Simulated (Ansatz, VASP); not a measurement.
# One calculation of Yb, two programs

Contents of POSCAR:

```
Yb
1.0
    0.0000000000      2.6096620394      2.6096620394
    2.6096620394      0.0000000000      2.6096620394
    2.6096620394      2.6096620394      0.0000000000
Yb
1
Direct
    0.0000000000      0.0000000000      0.0000000000
```

Contents of INCAR.step1:

```
SYSTEM = Yb
ALGO = Normal ; EDIFF = 1E-4
ENCUT = 520 ; GGA = PE
ISMEAR = -1 ; LASPH = .TRUE.
LCHARG = .FALSE. ; LREAL = .FALSE.
LWAVE = .TRUE. ; NBANDS = 18
NELM = 60 ; PREC = Accurate
SIGMA = 0.1
```

INCAR.step2

```
SYSTEM = Yb
ALGO = Normal ; EDIFF = 1E-6
ENCUT = 520 ; ISIF = 2
ISMEAR = -1 ; ISTART = 1
LASPH = .TRUE. ; LCHARG = .TRUE.
LELF = .TRUE. ; LMIXTAU = .TRUE.
LREAL = .FALSE. ; LVHAR = .TRUE.
LWAVE = .FALSE. ; METAGGA = R2SCAN
NBANDS = 18 ; NELM = 60
PREC = Accurate ; SIGMA = 0.1
```

KPOINTS

```
k-points
0
G
  10 10 10
  0 0 0
```

Input for Ansatz:

```yaml
crystal:
  lattice:
    - [0.0, 2.6096620394, 2.6096620394]
    - [2.6096620394, 0.0, 2.6096620394]
    - [2.6096620394, 2.6096620394, 0.0]
  atoms:
    - { symbol: Yb, position: [0.0, 0.0, 0.0] }
hamiltonian:
  xc: r2scan
  pseudopotentials:
    kind: paw
    azcp:
      Yb: "pseudopotentials/Yb.paw.azcp"
basis:
  ecutwfc: 600
  fft_grid_basis: typed
kpoints:
  mp_grid: { grid: [10, 10, 10], shift: [0, 0, 0] }
magnetization:
  spin_polarized: false
scf:
  occupations: { method: fermi_dirac, width: 0.1 }
  lower_state_search: "off"
output:
  stress: true
```

Alike in both runs: task single point; functional r2SCAN; k mesh 10 × 10 × 10; occupations fermi-dirac, width 0.1 eV; no spin polarisation.

|  | VASP | Ansatz |
| --- | --- | --- |
| version | VASP 6.6.1 | Ansatz 0.2.0 |
| potentials or method | VASP PAW PBE potentials, release 64 (Yb), cutoff 520 eV | plane waves (600 eV) with PAW, scalar-relativistic |
| valence electrons in the cell | 24 | 24 |

|  | VASP | Ansatz | Ansatz less VASP |
| --- | --- | --- | --- |
| pressure (GPa) | -0.3 | 0.0 | +0.26 |

VASP's potentials were made for PBE, not for r2SCAN.

Spin-orbit coupling is off throughout.
